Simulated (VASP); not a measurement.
# TiCo (P4mm) in VASP: further runs

TiCo is run at these levels: PBEsol; tasks: single point.

Everything below comes from runs of VASP 6.6.1. Logs are shortened: lines on timing, memory, paths and dates and some standing lists are left out, and cuts for length are marked.

## (1) The cell of the first run

The structure is tetragonal, space group P4mm (No. 99). Conventional cell: a = 2.939 Å, b = 2.939 Å, c = 2.939 Å, α = 90.00°, β = 90.00°, γ = 90.00°. Within 3.1 Å of Ti (site symmetry 4mm) lie 8 Co at 2.38 to 2.74 Å and 6 Ti at 2.94 Å. Within 3.1 Å of Co (site symmetry 4mm) lie 8 Ti at 2.38 to 2.74 Å and 6 Co at 2.94 Å.

## (2) Single point, PBEsol, collinear spin, ferromagnetic start (atoms displaced along a vibrational mode)

Contents of INCAR:

```
SYSTEM = TiCo
ALGO = Fast ; EDIFF = 1E-7
ENCUT = 520 ; GGA = PS
ISIF = 2 ; ISMEAR = 0
ISPIN = 2 ; LASPH = .True.
LCHARG = .True. ; LELF = .True.
LMAXMIX = 4 ; LORBIT = 11
LREAL = .False. ; LVHAR = .True.
LWAVE = .False. ; MAGMOM = 0 0.75
NBANDS = 22 ; NELM = 150
PREC = Accurate ; SIGMA = 0.15
```

Contents of KPOINTS:

```
k-points
0
Gamma
  20 20 20
  0 0 0
```

Contents of POSCAR:

```
TiCo
1.0
    2.9385037636      0.0000000000      0.0000000000
    0.0000000000      2.9385037636      0.0000000000
    0.0000000000      0.0000000000      2.9385037636
Ti Co
1 1
Direct
    0.0000000000      0.0595541180      0.0000000000
    0.5000000000      0.4516286701      0.5000000000
```

Potentials or basis: VASP PAW PBE potentials, release 64 (Ti_sv, Co).

On the command line:

```bash
$ cat potpaw_PBE.64/Ti_sv/POTCAR potpaw_PBE.64/Co/POTCAR > POTCAR
$ mpirun -np 1 vasp_std > vasp.out
```

OUTCAR:

```text
SYSTEM = TiCo
   EDIFF = 1E-7
   ENCUT = 520
   GGA = PS
   ISIF = 2
   ISMEAR = 0
   ISPIN = 2
   LASPH = .True.
   LORBIT = 11
   LREAL = .False.
   NELM = 150
   PREC = Accurate

 ion  position               nearest neighbor table
   1  0.000  0.060  0.000-   2 2.38   2 2.38   2 2.38   2 2.38   2 2.74   2 2.74   2 2.74   2 2.74

   2  0.500  0.452  0.500-   1 2.38   1 2.38   1 2.38   1 2.38   1 2.74   1 2.74   1 2.74   1 2.74

  LATTYP: Found a simple cubic cell.
 ALAT       =     2.9385037636

  Lattice vectors:

 A1 = (   2.9385037636,   0.0000000000,   0.0000000000)
 A2 = (   0.0000000000,   2.9385037636,   0.0000000000)
 A3 = (   0.0000000000,   0.0000000000,   2.9385037636)

Analysis of symmetry for initial positions (statically):
=====================================================================
 Subroutine PRICEL returns:
 Original cell was already a primitive cell.

 Routine SETGRP: Setting up the symmetry group for a
 simple cubic supercell.

 Subroutine GETGRP returns: Found  8 space group operations
 (whereof  8 operations were pure point group operations)
 out of a pool of 48 trial point group operations.

The static configuration has the point symmetry C_4v.

Analysis of symmetry for dynamics (positions and initial velocities):
=====================================================================
 Subroutine PRICEL returns:
 Original cell was already a primitive cell.

 Routine SETGRP: Setting up the symmetry group for a
 simple cubic supercell.

 Subroutine GETGRP returns: Found  8 space group operations
 (whereof  8 operations were pure point group operations)
 out of a pool of 48 trial point group operations.

The dynamic configuration has the point symmetry C_4v.

Analysis of structural, dynamic, and magnetic symmetry:
=====================================================================
 Subroutine PRICEL returns:
 Original cell was already a primitive cell.

 Routine SETGRP: Setting up the symmetry group for a
 simple cubic supercell.

 Subroutine GETGRP returns: Found  8 space group operations
 (whereof  8 operations were pure point group operations)
 out of a pool of 48 trial point group operations.

The overall configuration has the point symmetry C_4v.

 Subroutine INISYM returns: Found  8 space group operations
 (whereof  8 operations are pure point group operations),
 and found     1 'primitive' translations

----------------------------------------------------------------------------------------

                                     Primitive cell

  volume of cell :      25.3734

  direct lattice vectors                    reciprocal lattice vectors
     2.938503764  0.000000000  0.000000000     0.340309246  0.000000000  0.000000000
     0.000000000  2.938503764  0.000000000     0.000000000  0.340309246  0.000000000
     0.000000000  0.000000000  2.938503764     0.000000000  0.000000000  0.340309246

  length of vectors
     2.938503764  2.938503764  2.938503764     0.340309246  0.340309246  0.340309246

  position of ions in fractional coordinates (direct lattice)
     0.000000000  0.059554118  0.000000000
     0.500000000  0.451628670  0.500000000

  ion indices of the primitive-cell ions
   primitive index   ion index
                 1           1
                 2           2

----------------------------------------------------------------------------------------

 KPOINTS: k-points

Automatic generation of k-mesh.
 Grid dimensions read from file:
 generate k-points for:   20   20   20

 Generating k-lattice:

  Cartesian coordinates                     Fractional coordinates (reciprocal lattice)
     0.017015462  0.000000000  0.000000000     0.050000000  0.000000000  0.000000000
     0.000000000  0.017015462  0.000000000     0.000000000  0.050000000  0.000000000
     0.000000000  0.000000000  0.017015462     0.000000000  0.000000000  0.050000000

  Length of vectors
     0.017015462  0.017015462  0.017015462

  Shift w.r.t. Gamma in fractional coordinates (k-lattice)
     0.000000000  0.000000000  0.000000000

 Subroutine IBZKPT returns following result:
 ===========================================

 Found    726 irreducible k-points:

 Following reciprocal coordinates:
            Coordinates               Weight
  0.000000  0.000000  0.000000      1.000000
  0.050000  0.000000  0.000000      4.000000
  0.000000  0.050000  0.000000      2.000000
  0.100000  0.000000  0.000000      4.000000
  0.000000  0.100000  0.000000      2.000000
  0.150000  0.000000  0.000000      4.000000
[... 16 lines left out ...]
  0.050000  0.000000  0.050000      4.000000
  0.100000  0.050000  0.000000      8.000000
 [... further k-points ...]
   k-points           NKPTS =    726   k-points in BZ     NKDIM =    726   number of bands    NBANDS=     22
   number of dos      NEDOS =    301   number of ions     NIONS =      2
   total plane-waves  NPLWV =  13824
   dimension x,y,z NGX =    24 NGY =   24 NGZ =   24
   dimension x,y,z NGXF=    48 NGYF=   48 NGZF=   48
   ions per type =               1   1
   NGX,Y,Z   is equivalent  to a cutoff of  13.58, 13.58, 13.58 a.u.
   NGXF,Y,Z  is equivalent  to a cutoff of  27.16, 27.16, 27.16 a.u.
 SYSTEM =  TiCo
   PREC   = accura    normal or accurate (medium, high low for compatibility)
   ISTART =      0    job   : 0-new  1-cont  2-samecut
   ICHARG =      2    charge: 1-file 2-atom 10-const
   ISPIN  =      2    spin polarized calculation?
   LNONCOLLINEAR =      F non collinear calculations
   LSORBIT =      F    spin-orbit coupling
   LASPH  =      T    aspherical Exc in radial PAW
   ENCUT  =  520.0 eV  38.22 Ry    6.18 a.u.   5.46  5.46  5.46*2*pi/ulx,y,z
   NELM   =    150;   NELMIN=  2; NELMDL= -5     # of ELM steps
   EDIFF  = 0.1E-06   stopping-criterion for ELM
   LREAL  =      F    real-space projection
   EDIFFG = 0.1E-05   stopping-criterion for IOM
   NSW    =      0    number of steps for IOM
   IBRION =     -1    ionic relax: 0-MD 1-quasi-New 2-CG
   NFREE  =      0    steps in history (QN), initial steepest desc. (CG)
   ISIF   =      2    stress and relaxation
   ISYM   =      2    0-nonsym 1-usesym 2-fastsym
   POTIM  = 0.5000    time-step for ionic-motion
   TEBEG  =    0.0;   TEEND  =   0.0 temperature during run
   PSTRESS=    0.0 pullay stress
   NELECT =      21.0000    total number of electrons
   NUPDOWN=      -1.0000    fix difference up-down
   EMIN   =  10.00;   EMAX   =-10.00  energy-range for DOS
   EFERMI =   0.00;   METHOD = LEGACY
   ISMEAR =     0;   SIGMA  =   0.15  broadening in eV -4-tet -1-fermi 0-gaus
   EFERMI_NEDOS =   21; number of points for ismear=-14 and -15
   IALGO  =     68    algorithm
   IMIX   =      4    mixing-type and parameters
     AMIX     =   0.40;   BMIX     =  1.00
     AMIX_MAG =   1.60;   BMIX_MAG =  1.00
  volume/ion in A,a.u.               =      12.69        85.61
  Fermi-wavevector in a.u.,A,eV,Ry     =   1.537051  2.904606 32.144125  2.362527
  Thomas-Fermi vector in A             =   2.643614
   LORBIT       =     11    0 simple, 1 ext, 2 COOP (PROOUT), +10 PAW based schemes
   GGA     = PS    functional components
   LHFCALC =     F    Hartree Fock is set to
   AEXX    =    0.0000 exact exchange contribution
   IVDW    =     0    specifies the selected vdW correction
   LEPSILON=     F    determine dielectric tensor
   LRPA    =     F    only Hartree local field effects (RPA)
 spin polarized calculation
 RMM-DIIS sequential band-by-band and
 Gauss-broadening in eV      SIGMA  =   0.15
  energy-cutoff  :      520.00
  volume of cell :       25.37
 maximum number of plane-waves:       711
 NGX is ok and might be reduce to    24
   NGX = 11   NGY = 11   NGZ = 11

 number of electron      21.0000002 magnetization      -0.0016191

 number of electron      21.0000002 magnetization       0.0023868

 Free energy of the ion-electron system (eV)
  ---------------------------------------------------
  ext. energy  EPLUGINS =         0.00000000
  ---------------------------------------------------
  free energy    TOTEN  =       -16.67416439 eV

  energy without entropy =      -16.63923172  energy(sigma->0) =      -16.65669805

 E-fermi :  10.3740     XC(G=0): -12.9589

 val. band max:       10.3740223518   @ k =   0.0000   0.4000   0.1500
 cond. band min:      10.3742564244   @ k =   0.3500   0.3000   0.5000
 fundamental gap:      0.0002340726
 Fermi energy:        10.3740262439

 spin component 1

 k-point     1 :       0.0000    0.0000    0.0000
  band No.  band energies     occupation
      1     -46.4435      1.00000
      2     -22.6500      1.00000
      3     -22.6220      1.00000
      4     -22.6220      1.00000
      5       2.5616      1.00000
      6       6.1252      1.00000
[... 14 lines left out ...]
     21      30.0035      0.00000
     22      32.0843      0.00000

 k-point     2 :       0.0500    0.0000    0.0000
  band No.  band energies     occupation
      1     -46.4425      1.00000
      2     -22.6493      1.00000
      3     -22.6311      1.00000
      4     -22.6214      1.00000
      5       2.6139      1.00000
      6       6.1520      1.00000
[... 14 lines left out ...]
     21      30.0927      0.00000
     22      31.9408      0.00000

 k-point     3 :       0.0000    0.0500    0.0000
  band No.  band energies     occupation
      1     -46.4425      1.00000
      2     -22.6590      1.00000
      3     -22.6213      1.00000
      4     -22.6213      1.00000
      5       2.6134      1.00000
      6       6.1457      1.00000
[... 14 lines left out ...]
     21      30.0363      0.00000
     22      32.1068      0.00000
[... 476 lines left out ...]
 k-point    23 :       0.0500    0.0000    0.0500
  band No.  band energies     occupation
      1     -46.4415      1.00000
      2     -22.6486      1.00000
      3     -22.6314      1.00000
      4     -22.6297      1.00000
      5       2.6660      1.00000
      6       6.1792      1.00000
[... 14 lines left out ...]
     21      30.2423      0.00000
     22      31.8273      0.00000

 k-point    24 :       0.1000    0.0500    0.0000
  band No.  band energies     occupation
      1     -46.4386      1.00000
      2     -22.6583      1.00000
      3     -22.6546      1.00000
      4     -22.6191      1.00000
      5       2.8204      1.00000
      6       6.2491      1.00000
[... 14 lines left out ...]
     21      30.6661      0.00000
     22      31.6722      0.00000

 [... further k-points ...]

 spin component 2

 k-point     1 :       0.0000    0.0000    0.0000
  band No.  band energies     occupation
      1     -46.4430      1.00000
      2     -22.6495      1.00000
      3     -22.6216      1.00000
      4     -22.6216      1.00000
      5       2.5619      1.00000
      6       6.1263      1.00000
[... 14 lines left out ...]
     21      29.9489      0.00000
     22      32.0827      0.00000

 k-point     2 :       0.0500    0.0000    0.0000
  band No.  band energies     occupation
      1     -46.4421      1.00000
      2     -22.6488      1.00000
      3     -22.6307      1.00000
      4     -22.6210      1.00000
      5       2.6143      1.00000
      6       6.1532      1.00000
[... 14 lines left out ...]
     21      30.0890      0.00000
     22      32.0450      0.00000

 k-point     3 :       0.0000    0.0500    0.0000
  band No.  band energies     occupation
      1     -46.4421      1.00000
      2     -22.6585      1.00000
      3     -22.6210      1.00000
      4     -22.6210      1.00000
      5       2.6138      1.00000
      6       6.1468      1.00000
[... 14 lines left out ...]
     21      30.0381      0.00000
     22      32.1112      0.00000
[... 476 lines left out ...]
 k-point    23 :       0.0500    0.0000    0.0500
  band No.  band energies     occupation
      1     -46.4411      1.00000
      2     -22.6481      1.00000
      3     -22.6310      1.00000
      4     -22.6293      1.00000
      5       2.6664      1.00000
      6       6.1804      1.00000
[... 14 lines left out ...]
     21      30.2922      0.00000
     22      31.8477      0.00000

 k-point    24 :       0.1000    0.0500    0.0000
  band No.  band energies     occupation
      1     -46.4382      1.00000
      2     -22.6579      1.00000
      3     -22.6541      1.00000
      4     -22.6187      1.00000
      5       2.8207      1.00000
      6       6.2502      1.00000
[... 14 lines left out ...]
     21      30.6337      0.00000
     22      31.6160      0.00000

 [... further k-points ...]

------------------------ aborting loop because EDIFF is reached ----------------------------------------

  FORCE on cell =-STRESS in cart. coord.  units (eV):
  Direction    XX          YY          ZZ          XY          YZ          ZX
  --------------------------------------------------------------------------------------
  -------------------------------------------------------------------------------------
  Total        0.9783109      0.0910798      0.9783109      0.0000000     -0.0000000      0.0000000
  in kB       61.7744263      5.7511416     61.7744263      0.0000000     -0.0000000      0.0000000
  external PRESSURE =      43.0999981 kB  Pullay stress =       0.0000000 kB

 VOLUME and BASIS-vectors are now :
 -----------------------------------------------------------------------------
  energy-cutoff  :      520.00
  volume of cell :       25.37
      direct lattice vectors                 reciprocal lattice vectors
     2.938503764  0.000000000  0.000000000     0.340309246  0.000000000  0.000000000
     0.000000000  2.938503764  0.000000000     0.000000000  0.340309246  0.000000000
     0.000000000  0.000000000  2.938503764     0.000000000  0.000000000  0.340309246

 POSITION                                       TOTAL-FORCE (eV/Angst)
 -----------------------------------------------------------------------------------
      0.00000      0.17500      0.00000        -0.000000     -1.348343      0.000000
      1.46925      1.32711      1.46925         0.000000      1.348343     -0.000000
 -----------------------------------------------------------------------------------
    total drift:                                0.000000     -0.000128     -0.000003

  FREE ENERGIE OF THE ION-ELECTRON SYSTEM (eV)
  ---------------------------------------------------
  free  energy   TOTEN  =       -16.6741643864 eV

  energy  without entropy=      -16.6392317188  energy(sigma->0) =      -16.65669805

 total charge

# of ion       s       p       d       tot
------------------------------------------
    1        2.270   6.199   1.945  10.414
    2        0.555   0.480   7.410   8.444
--------------------------------------------------
tot          2.825   6.679   9.355  18.859

 magnetization (x)

# of ion       s       p       d       tot
------------------------------------------
    1        0.000  -0.000   0.000   0.000
    2        0.000   0.000   0.002   0.002
--------------------------------------------------
tot          0.000   0.000   0.002   0.002
```

It took 52 min on 1 thread of Oxide Virtual Turin-like, shared host; peak memory 0.64 GiB.

Results:

```yaml
Free_energy: -16.6742 eV
Pressure: 4.3 GPa
Largest_force: 1.348 eV/Å
Net_moment: 0.00 μB per cell
Valence_electrons_inside_the_program's_atomic_spheres: Ti 10.41; Co 8.44
```

Forces in eV/Å, atoms in the order of the input:
```
Ti   0.000 -1.348  0.000
Co   0.000  1.348  0.000
```

Stress tensor (GPa, compression positive):
```
6.18 0.00 0.00
0.00 0.58 0.00
0.00 0.00 6.18
```

Levels at points of the mesh, in eV from the Fermi level:
Spin up:
```csv
k point,band 6,band 7,band 8,band 9,band 10,band 11,band 12,band 13,band 14,band 15
"(0.00, 0.00, 0.00)",-4.25,-3.78,-1.81,-1.42,-1.42,0.25,1.05,2.72,2.72,3.12
"(0.50, 0.00, 0.00)",-3.84,-2.83,-2.38,-1.85,-1.46,0.06,0.07,1.08,1.28,2.65
"(0.00, 0.50, 0.00)",-3.79,-3.14,-1.62,-1.62,-1.45,-0.21,0.01,0.72,0.72,2.68
"(0.50, 0.50, 0.00)",-3.99,-2.63,-2.61,-0.72,-0.31,0.25,1.18,2.05,2.78,2.82
"(0.50, 0.00, 0.50)",-3.79,-2.29,-2.29,-0.71,-0.42,0.74,0.74,0.97,2.34,2.34
"(0.50, 0.50, 0.50)",-2.69,-2.52,-2.17,-1.94,-1.94,-0.67,-0.61,3.34,3.38,6.87
```
Spin down:
```csv
k point,band 7,band 8,band 9,band 10,band 11,band 12,band 13,band 14
"(0.00, 0.00, 0.00)",-3.77,-1.80,-1.42,-1.42,0.25,1.05,2.72,2.72
"(0.50, 0.00, 0.00)",-2.83,-2.38,-1.84,-1.45,0.06,0.07,1.08,1.28
"(0.00, 0.50, 0.00)",-3.13,-1.62,-1.62,-1.44,-0.21,0.01,0.72,0.72
"(0.50, 0.50, 0.00)",-2.63,-2.61,-0.72,-0.31,0.25,1.18,2.05,2.78
"(0.50, 0.00, 0.50)",-2.28,-2.28,-0.70,-0.41,0.74,0.74,0.97,2.34
"(0.50, 0.50, 0.50)",-2.52,-2.17,-1.94,-1.94,-0.67,-0.61,3.34,3.38
```

Caveat: the cell differs from its parent crystal (atoms displaced along a vibrational mode); the stress differs along the axes, from 1 to 6 GPa; the moments typed at the start vanished in this run; the PAW data sets were made with another functional, which shifts forces and pressure a little.

## (3) Single point, PBEsol, collinear spin, ferromagnetic start (atoms displaced along a vibrational mode)

Contents of INCAR:

```
SYSTEM = TiCo
PREC = Accurate
ENCUT = 520
EDIFF = 1E-7
ISMEAR = 0
SIGMA = 0.15
LREAL = .False.
LASPH = .True.
NELM = 150
ALGO = Fast
ISIF = 2
LWAVE = .False.
LCHARG = .False.
ISPIN = 2
MAGMOM = 0 0.75
LORBIT = 11
LMAXMIX = 4
GGA = PS
NBANDS = 22
```

Contents of KPOINTS:

```
regular mesh
0
Gamma
  20 20 20
  0 0 0
```

Contents of POSCAR:

```
TiCo
1.0
    2.9385037636      0.0000000000      0.0000000000
    0.0000000000      2.9385037636      0.0000000000
    0.0000000000      0.0000000000      2.9385037636
Ti Co
1 1
Direct
    0.0000000000     -0.0340309246      0.0000000000
    0.5000000000      0.5276407599      0.5000000000
```

Potentials or basis: VASP PAW PBE potentials, release 64 (Ti_sv, Co).

On the command line:

```bash
$ cat potpaw_PBE.64/Ti_sv/POTCAR potpaw_PBE.64/Co/POTCAR > POTCAR
$ mpirun -np 1 vasp_std > vasp.out
```

Wall time 22 min (1 thread of Oxide Virtual Turin-like, shared host); peak memory 0.64 GiB.

Results (log left out):

```
Free energy                                           : -16.8292 eV
Pressure                                              : 1.1 GPa
Largest force                                         : 0.894 eV/Å
Net moment                                            : 0.49 μB per cell
Site moments                                          : Ti +0.00; Co +0.49 μB
Valence electrons inside the program's atomic spheres : Ti 10.38; Co 8.40
```

Forces on the atoms (eV/Å):
```
Ti   0.000  0.894  0.000
Co   0.000 -0.894  0.000
```

Stress tensor (GPa, compression positive):
```
 1.69  0.00  0.00
 0.00 -0.09  0.00
 0.00  0.00  1.69
```

Levels at points of the mesh, in eV from the Fermi level:
Spin up:
```
           k point  band 9  band 10  band 11  band 12  band 13  band 14
(0.00, 0.00, 0.00)   -1.70    -1.70     0.46     0.74     2.81     2.81
(0.50, 0.00, 0.00)   -1.91    -1.44    -0.48    -0.21     0.80     0.87
(0.00, 0.50, 0.00)   -1.83    -1.43    -0.63    -0.25     0.68     0.68
(0.50, 0.50, 0.00)   -1.07    -0.51     0.46     0.84     1.56     2.69
(0.50, 0.00, 0.50)   -1.07    -0.55     0.71     0.71     1.12     2.54
(0.50, 0.50, 0.50)   -2.17    -2.17    -1.04    -1.03     3.35     3.37
```
Spin down:
```
           k point  band 7  band 8  band 9  band 10  band 11  band 12  band 13  band 14
(0.00, 0.00, 0.00)   -3.80   -1.51   -1.38    -1.38     0.75     1.02     2.88     2.88
(0.50, 0.00, 0.00)   -2.40   -1.91   -1.58    -1.11    -0.41     0.36     0.85     0.93
(0.00, 0.50, 0.00)   -2.55   -1.50   -1.50    -1.08    -0.60     0.34     0.70     0.70
(0.50, 0.50, 0.00)   -2.49   -2.48   -0.34    -0.03     0.50     0.91     1.65     2.82
(0.50, 0.00, 0.50)   -2.37   -2.37   -0.35     0.00     0.72     0.72     1.24     2.66
(0.50, 0.50, 0.50)   -2.43   -2.21   -2.11    -2.11    -0.32    -0.28     3.35     3.35
```

Caveat: the cell differs from its parent crystal (atoms displaced along a vibrational mode); the PAW data sets were made with another functional, which shifts forces and pressure a little.
